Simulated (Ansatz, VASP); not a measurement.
One calculation of F, two programs

```
CELL_PARAMETERS angstrom
0.00000 1.89776 1.89776
1.89776 0.00000 1.89776
1.89776 1.89776 0.00000
ATOMIC_POSITIONS crystal
F 0.87500 0.87500 0.87500
F 0.12500 0.12500 0.12500
```

Change from the starting cell: volume scaled by 0.5, LAPW.

Alike in both runs: task single point; functional PBEsol; k mesh 14 × 14 × 14; occupations fermi-dirac, width 0.08 eV; no spin polarisation.

```csv
,VASP,Ansatz
version,VASP 6.6.1,Ansatz 0.2.0
potentials or method,"VASP PAW PBE potentials, release 64 (F), cutoff 520 eV","all-electron LAPW, scalar-relativistic"
```

|  | VASP | Ansatz | Ansatz less VASP |
| --- | --- | --- | --- |
| pressure (GPa) | 173.5 | 174.5 | +0.98 |

VASP's potentials were made for PBE, not for PBEsol. Both programs put the cell under a high pressure, so it lies far from rest at this level. Ansatz ran all-electron here, and VASP with PAW potentials.

Noted on VASP's run: the cell as given lies far from equilibrium.
